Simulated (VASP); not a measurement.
B, 2 atoms in the cell. Symmetry: Fd-3m, No. 227, cubic system. The conventional cell has a = 4.003 Å, b = 4.003 Å, c = 4.003 Å, α = 90.00°, β = 90.00°, γ = 90.00°. B (site symmetry -43m) has 4 B at 1.73 Å within 2.3 Å. 

```yaml
Program: VASP 6.6.1
Task: single point
Functional: LDA
Potentials_or_basis: VASP PAW LDA potentials, release 64 (B)
Cutoff: 520 eV
k_mesh: 13 × 13 × 13
Occupations: fermi-dirac, width 0.1 eV
Spin: no spin polarisation
Dipole_correction: no
Further_INCAR_settings: ALGO = Normal; EDIFF = 1e-07; NBANDS = 10
```

Potentials or basis: VASP PAW LDA potentials, release 64 (B).

Run with:

```bash
$ cat potpaw_LDA.64/B/POTCAR > POTCAR
$ mpirun -np 1 vasp_std > vasp.out
```

Hardware: 1 thread of Intel Xeon 8259CL (shared host).

Question: Estimate the wall time of this run.

Answer: Wall time 9.1 s on 1 thread of Intel Xeon 8259CL (shared host), peak memory 0.12 GiB. Counts: scf iterations 11, k points 84.
